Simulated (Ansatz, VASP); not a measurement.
# One calculation of Te2Mo, two programs

INCAR

```
SYSTEM = Te2Mo
ALGO     = Normal         ! electronic algorithm
EDIFF    = 1E-6           ! SCF threshold, eV
ENCUT    = 520            ! plane-wave cutoff, eV
ISIF     = 2              ! what is computed and relaxed
ISMEAR   = 0              ! smearing method
LASPH    = .True.         ! aspherical terms in the spheres
LCHARG   = .True.         ! write CHGCAR
LELF     = .True.         ! ELF
LREAL    = .False.        ! projectors in reciprocal space
LVHAR    = .True.       
LWAVE    = .False.        ! write WAVECAR
NBANDS   = 20             ! bands
NELM     = 60             ! most SCF steps
PREC     = Accurate       ! precision mode
SIGMA    = 0.05           ! smearing width, eV
```

KPOINTS

```
k-points
0
Gamma
  12 12 2
  0 0 0
```

Contents of POSCAR:

```
Te2Mo
1.0
    3.5602328140      0.0000000000      0.0000000000
   -1.7801164070      3.0832520603      0.0000000000
    0.0000000000      0.0000000000     17.5240578200
Te Mo
2 1
Direct
    0.3333333333      0.6666666667      0.8978554500
    0.3333333333      0.6666666667      0.1021445500
   -0.0280880508      0.0000000000      0.0000000000
```

Input for Ansatz:

```yaml
crystal:
  lattice:
    - [3.560232814, 0.0, 0.0]
    - [-1.780116407, 3.0832520603, 0.0]
    - [0.0, 0.0, 17.52405782]
  atoms:
    - { symbol: Te, position: [0.3333333333, 0.6666666667, 0.89785545] }
    - { symbol: Te, position: [0.3333333333, 0.6666666667, 0.10214455] }
    - { symbol: Mo, position: [-0.0280880508, 0.0, 0.0] }
basis:
  ecutwfc: 420
kpoints:
  mp_grid: { grid: [12, 12, 2] }
hamiltonian:
  xc: lda
scf:
  occupations: { method: gaussian, width: 0.05 }
output:
  forces: true
  stress: true
  eigenvalues: true
```

Alike in both runs: task single point; functional LDA; k mesh 12 × 12 × 2; occupations gaussian, width 0.05 eV; no spin polarisation.

|  | VASP | Ansatz |
| --- | --- | --- |
| version | VASP 6.6.1 | Ansatz 0.2.0 |
| potentials or method | VASP PAW LDA potentials, release 64 (Te, Mo_sv), cutoff 520 eV | scalar-relativistic, plane waves, PAW |
| valence electrons in the cell | 26 | 46 |

|  | VASP | Ansatz | Ansatz less VASP |
| --- | --- | --- | --- |
| gap on the k mesh at the Fermi level (eV) | 1.04 | 1.04 | 0.000 |
| least direct gap on the mesh (eV) | 1.04 | 1.04 | 0.000 |
| rms of the force components (eV/Å) | 0.567 | 0.572 | +0.0049 |

LDA's correlation is that of Perdew and Zunger in VASP and of Perdew and Wang (1992) in Ansatz. Atom by atom the forces differ by 0.025 eV/Å (rms over components). VASP's potentials hold 26 valence electrons a cell and Ansatz's 46, so a difference there can come from the potentials and not from the codes.

Neither program's run includes spin-orbit coupling.
